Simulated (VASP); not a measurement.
# InSe (P6_3/mmc) in VASP: single point with PBE+D3(BJ)

Aim: the single point of InSe with PBE+D3(BJ).

All numbers are computed with VASP 6.6.1; they aren't measurements. Logs are shortened: lines on timing, memory, paths and dates and some standing lists are left out, and cuts for length are marked.

## Step 1: The cell of the first run

The structure is hexagonal, space group P6_3/mmc (No. 194). The conventional cell has a = 4.032 Å, b = 4.032 Å, c = 16.764 Å, α = 90.00°, β = 90.00°, γ = 120.00°. Within 3.5 Å of In (site symmetry 3m) lie 3 Se at 2.66 Å and 1 In at 2.79 Å. Se (site symmetry 3m) has 3 In at 2.66 Å within 3.5 Å.

## Step 2: Single point, PBE+D3(BJ)

INCAR

```
PREC = Accurate
ENCUT = 500
EDIFF = 1E-6
ISMEAR = 0
SIGMA = 0.02
LREAL = F
LASPH = T
NELM = 120
ALGO = Normal
ISIF = 2
LWAVE = F
LCHARG = F
GGA = PE
IVDW = 12
NBANDS = 48
GGA_COMPAT = F
```

KPOINTS

```
Automatic mesh
0
Gamma
  15 15 4
```

POSCAR

```
InSe
1.0
    4.0322389502      0.0000000000      0.0000000000
   -2.0161194751      3.4920213650      0.0000000000
    0.0000000000      0.0000000000     16.7640255009
In Se
4 4
Direct
    0.3333333333      0.6666666667      0.1666733280
    0.6666666667      0.3333333333      0.6666733280
    0.3333333333      0.6666666667      0.3333266720
    0.6666666667      0.3333333333      0.8333266720
    0.3333333333      0.6666666667      0.5899094808
    0.6666666667      0.3333333333      0.0899094808
    0.3333333333      0.6666666667      0.9100905192
    0.6666666667      0.3333333333      0.4100905192
```

Potentials or basis: VASP PAW PBE potentials, release 64 (In_d, Se).

Launch:

```bash
$ cat potpaw_PBE.64/In_d/POTCAR potpaw_PBE.64/Se/POTCAR > POTCAR
$ mpirun -np 1 vasp_std > vasp.out
```

OUTCAR:

```text
PREC = Accurate
   ENCUT = 500
   EDIFF = 1E-6
   ISMEAR = 0
   LREAL = F
   LASPH = T
   NELM = 120
   ISIF = 2
   GGA = PE
   IVDW = 12
 IVDW          = 12

 ion  position               nearest neighbor table
   1  0.333  0.667  0.167-   6 2.66   6 2.66   6 2.66   3 2.79
   2  0.667  0.333  0.667-   5 2.66   5 2.66   5 2.66   4 2.79
   3  0.333  0.667  0.333-   8 2.66   8 2.66   8 2.66   1 2.79
   4  0.667  0.333  0.833-   7 2.66   7 2.66   7 2.66   2 2.79
   5  0.333  0.667  0.590-   2 2.66   2 2.66   2 2.66
   6  0.667  0.333  0.090-   1 2.66   1 2.66   1 2.66
   7  0.333  0.667  0.910-   4 2.66   4 2.66   4 2.66
   8  0.667  0.333  0.410-   3 2.66   3 2.66   3 2.66

  LATTYP: Found a hexagonal cell.
 ALAT       =     4.0322389502
 C/A-ratio  =     4.1574980322

  Lattice vectors:

 A1 = (   4.0322389502,   0.0000000000,   0.0000000000)
 A2 = (  -2.0161194751,   3.4920213650,   0.0000000000)
 A3 = (   0.0000000000,   0.0000000000,  16.7640255009)

Analysis of symmetry for initial positions (statically):
=====================================================================
 Subroutine PRICEL returns:
 Original cell was already a primitive cell.

 Routine SETGRP: Setting up the symmetry group for a
 hexagonal supercell.

 Subroutine GETGRP returns: Found 24 space group operations
 (whereof 12 operations were pure point group operations)
 out of a pool of 24 trial point group operations.

The static configuration has the point symmetry D_3d.
 The point group associated with its full space group is D_6h.

Analysis of symmetry for dynamics (positions and initial velocities):
=====================================================================
 Subroutine PRICEL returns:
 Original cell was already a primitive cell.

 Routine SETGRP: Setting up the symmetry group for a
 hexagonal supercell.

 Subroutine GETGRP returns: Found 24 space group operations
 (whereof 12 operations were pure point group operations)
 out of a pool of 24 trial point group operations.

The dynamic configuration has the point symmetry D_3d.
 The point group associated with its full space group is D_6h.

 Subroutine INISYM returns: Found 24 space group operations
 (whereof 12 operations are pure point group operations),
 and found     1 'primitive' translations

----------------------------------------------------------------------------------------

                                     Primitive cell

  volume of cell :     236.0486

  direct lattice vectors                    reciprocal lattice vectors
     4.032238950  0.000000000  0.000000000     0.248001176  0.143183545  0.000000000
    -2.016119475  3.492021365  0.000000000     0.000000000  0.286367091  0.000000000
     0.000000000  0.000000000 16.764025501     0.000000000  0.000000000  0.059651544

  length of vectors
     4.032238950  4.032238950 16.764025501     0.286367091  0.286367091  0.059651544

  position of ions in fractional coordinates (direct lattice)
     0.333333333  0.666666667  0.166673328
     0.666666667  0.333333333  0.666673328
     0.333333333  0.666666667  0.333326672
     0.666666667  0.333333333  0.833326672
     0.333333333  0.666666667  0.589909481
     0.666666667  0.333333333  0.089909481
     0.333333333  0.666666667  0.910090519
     0.666666667  0.333333333  0.410090519

  ion indices of the primitive-cell ions
   primitive index   ion index
                 1           1
                 2           2
                 3           3
                 4           4
                 5           5
                 6           6
                 7           7
                 8           8

----------------------------------------------------------------------------------------

 KPOINTS: Automatic mesh

Automatic generation of k-mesh.
 Grid dimensions read from file:
 generate k-points for:   15   15    4

 Generating k-lattice:

  Cartesian coordinates                     Fractional coordinates (reciprocal lattice)
     0.016533412  0.009545570  0.000000000     0.066666667  0.000000000  0.000000000
     0.000000000  0.019091139  0.000000000     0.000000000  0.066666667  0.000000000
     0.000000000  0.000000000  0.014912886     0.000000000  0.000000000  0.250000000

  Length of vectors
     0.019091139  0.019091139  0.014912886

  Shift w.r.t. Gamma in fractional coordinates (k-lattice)
     0.000000000  0.000000000  0.000000000

 Subroutine IBZKPT returns following result:
 ===========================================

 Found     81 irreducible k-points:

 Following reciprocal coordinates:
            Coordinates               Weight
  0.000000  0.000000  0.000000      1.000000
  0.066667  0.000000  0.000000      6.000000
  0.133333 -0.000000  0.000000      6.000000
  0.200000  0.000000  0.000000      6.000000
  0.266667 -0.000000  0.000000      6.000000
  0.333333  0.000000  0.000000      6.000000
[... 16 lines left out ...]
  0.333333  0.200000  0.000000     12.000000
  0.400000  0.200000  0.000000      6.000000
 [... further k-points ...]
   k-points           NKPTS =     81   k-points in BZ     NKDIM =     81   number of bands    NBANDS=     48
   number of dos      NEDOS =    301   number of ions     NIONS =      8
   total plane-waves  NPLWV = 113400
   dimension x,y,z NGX =    30 NGY =   30 NGZ =  126
   dimension x,y,z NGXF=    60 NGYF=   60 NGZF=  252
   ions per type =               4   4
   NGX,Y,Z   is equivalent  to a cutoff of  12.37, 12.37, 12.50 a.u.
   NGXF,Y,Z  is equivalent  to a cutoff of  24.74, 24.74, 24.99 a.u.
 SYSTEM =  unknown system
   PREC   = accura    normal or accurate (medium, high low for compatibility)
   ISTART =      0    job   : 0-new  1-cont  2-samecut
   ICHARG =      2    charge: 1-file 2-atom 10-const
   ISPIN  =      1    spin polarized calculation?
   LNONCOLLINEAR =      F non collinear calculations
   LSORBIT =      F    spin-orbit coupling
   LASPH  =      T    aspherical Exc in radial PAW
   ENCUT  =  500.0 eV  36.75 Ry    6.06 a.u.   7.35  7.35 30.56*2*pi/ulx,y,z
   NELM   =    120;   NELMIN=  2; NELMDL= -5     # of ELM steps
   EDIFF  = 0.1E-05   stopping-criterion for ELM
   LREAL  =      F    real-space projection
   EDIFFG = 0.1E-04   stopping-criterion for IOM
   NSW    =      0    number of steps for IOM
   IBRION =     -1    ionic relax: 0-MD 1-quasi-New 2-CG
   NFREE  =      0    steps in history (QN), initial steepest desc. (CG)
   ISIF   =      2    stress and relaxation
   ISYM   =      2    0-nonsym 1-usesym 2-fastsym
   POTIM  = 0.5000    time-step for ionic-motion
   TEBEG  =    0.0;   TEEND  =   0.0 temperature during run
   PSTRESS=    0.0 pullay stress
   NELECT =      76.0000    total number of electrons
   NUPDOWN=      -1.0000    fix difference up-down
   EMIN   =  10.00;   EMAX   =-10.00  energy-range for DOS
   EFERMI =   0.00;   METHOD = LEGACY
   ISMEAR =     0;   SIGMA  =   0.02  broadening in eV -4-tet -1-fermi 0-gaus
   EFERMI_NEDOS =   21; number of points for ismear=-14 and -15
   IALGO  =     38    algorithm
   IMIX   =      4    mixing-type and parameters
     AMIX     =   0.40;   BMIX     =  1.00
     AMIX_MAG =   1.60;   BMIX_MAG =  1.00
  volume/ion in A,a.u.               =      29.51       199.12
  Fermi-wavevector in a.u.,A,eV,Ry     =   1.122050  2.120367 17.129683  1.258996
  Thomas-Fermi vector in A             =   2.258708
   LORBIT       =      0    0 simple, 1 ext, 2 COOP (PROOUT), +10 PAW based schemes
   GGA     = PE    functional components
   LHFCALC =     F    Hartree Fock is set to
   AEXX    =    0.0000 exact exchange contribution
   IVDW    =    12    specifies the selected vdW correction
   LEPSILON=     F    determine dielectric tensor
   LRPA    =     F    only Hartree local field effects (RPA)
 non-spin polarized calculation
 Gauss-broadening in eV      SIGMA  =   0.02
  energy-cutoff  :      500.00
  volume of cell :      236.05
 maximum number of plane-waves:      6047
 NGX is ok and might be reduce to    30
   NGX = 15   NGY = 15   NGZ = 61

 number of electron      76.0000013 magnetization

 Free energy of the ion-electron system (eV)
  ---------------------------------------------------
  ext. energy  EPLUGINS =         0.00000000
  ---------------------------------------------------
  free energy    TOTEN  =       -28.32302492 eV

  energy without entropy =      -28.32302492  energy(sigma->0) =      -28.32302492

 E-fermi :   4.1128     XC(G=0):  -8.8732

 val. band max:        4.0112539873   @ k =   0.0000   0.0000   0.0000
 cond. band min:       4.3665232430   @ k =   0.0000   0.0000   0.0000
 fundamental gap:      0.3552692557
 Fermi energy:         4.1128385939

 k-point     1 :       0.0000    0.0000    0.0000
  band No.  band energies     occupation
      1     -10.7752      2.00000
      2     -10.7743      2.00000
      3     -10.5900      2.00000
      4     -10.5900      2.00000
      5     -10.5895      2.00000
      6     -10.5895      2.00000
[... 40 lines left out ...]
     47       9.0995      0.00000
     48       9.4018      0.00000

 k-point     2 :       0.0667    0.0000    0.0000
  band No.  band energies     occupation
      1     -10.7748      2.00000
      2     -10.7740      2.00000
      3     -10.6067      2.00000
      4     -10.6045      2.00000
      5     -10.5893      2.00000
      6     -10.5888      2.00000
[... 40 lines left out ...]
     47       9.0657      0.00000
     48       9.2411      0.00000

 k-point     3 :       0.1333   -0.0000    0.0000
  band No.  band energies     occupation
      1     -10.7752      2.00000
      2     -10.7745      2.00000
      3     -10.6485      2.00000
      4     -10.6410      2.00000
      5     -10.5877      2.00000
      6     -10.5873      2.00000
[... 1060 lines left out ...]
     47       8.6130      0.00000
     48       9.0538      0.00000

 k-point    24 :       0.4000    0.2000    0.0000
  band No.  band energies     occupation
      1     -10.8869      2.00000
      2     -10.8839      2.00000
      3     -10.7901      2.00000
      4     -10.7856      2.00000
      5     -10.7169      2.00000
      6     -10.7156      2.00000
[... 40 lines left out ...]
     47       8.5879      0.00000
     48       9.0650      0.00000

 [... further k-points ...]

------------------------ aborting loop because EDIFF is reached ----------------------------------------

 Edisp (eV)   -2.37362

 E8    (eV) :    -1.0876

  FORCE on cell =-STRESS in cart. coord.  units (eV):
  Direction    XX          YY          ZZ          XY          YZ          ZX
  --------------------------------------------------------------------------------------
  -------------------------------------------------------------------------------------
  Total       0.05990     0.05990     0.04223    -0.00000    -0.00000     0.00000
  in kB       0.40658     0.40658     0.28665    -0.00000    -0.00000     0.00000
  external pressure =        0.37 kB  Pullay stress =        0.00 kB

 VOLUME and BASIS-vectors are now :
 -----------------------------------------------------------------------------
  energy-cutoff  :      500.00
  volume of cell :      236.05
      direct lattice vectors                 reciprocal lattice vectors
     4.032238950  0.000000000  0.000000000     0.248001176  0.143183545  0.000000000
    -2.016119475  3.492021365  0.000000000     0.000000000  0.286367091  0.000000000
     0.000000000  0.000000000 16.764025501     0.000000000  0.000000000  0.059651544

 POSITION                                       TOTAL-FORCE (eV/Angst)
 -----------------------------------------------------------------------------------
     -0.00000      2.32801      2.79412        -0.000000      0.000000      0.012196
      2.01612      1.16401     11.17613        -0.000000      0.000000      0.012196
     -0.00000      2.32801      5.58790         0.000000     -0.000000     -0.012196
      2.01612      1.16401     13.96991         0.000000     -0.000000     -0.012196
     -0.00000      2.32801      9.88926         0.000000     -0.000000     -0.013578
      2.01612      1.16401      1.50724        -0.000000      0.000000     -0.013578
     -0.00000      2.32801     15.25678        -0.000000     -0.000000      0.013578
      2.01612      1.16401      6.87477         0.000000      0.000000      0.013578
 -----------------------------------------------------------------------------------
    total drift:                               -0.000000      0.000000      0.000000

  FREE ENERGIE OF THE ION-ELECTRON SYSTEM (eV)
  ---------------------------------------------------
  free  energy   TOTEN  =       -30.6966487345 eV

  energy  without entropy=      -30.6966487345  energy(sigma->0) =      -30.69664873
```

Run time: 13 min. Hardware: 1 thread of Intel Xeon 6975P-C (Granite Rapids), shared host; peak memory 0.78 GiB.

What came out:

* Free energy: -30.6966 eV
* Pressure: 0.0 GPa
* Largest force: 0.014 eV/Å
* Band gap on the k mesh: 0.36 eV
* Dispersion energy per atom: -0.297 eV

Forces in eV/Å, atoms in the order of the input:
```
In   0.000  0.000  0.012
In   0.000  0.000  0.012
In   0.000  0.000 -0.012
In   0.000  0.000 -0.012
Se   0.000  0.000 -0.014
Se   0.000  0.000 -0.014
Se   0.000  0.000  0.014
Se   0.000  0.000  0.014
```

Caveat: semilocal functionals underestimate gaps, and a narrow one can read as zero; spin-orbit coupling is left out, which moves the levels of the heavy elements. A k mesh can miss the band edges.
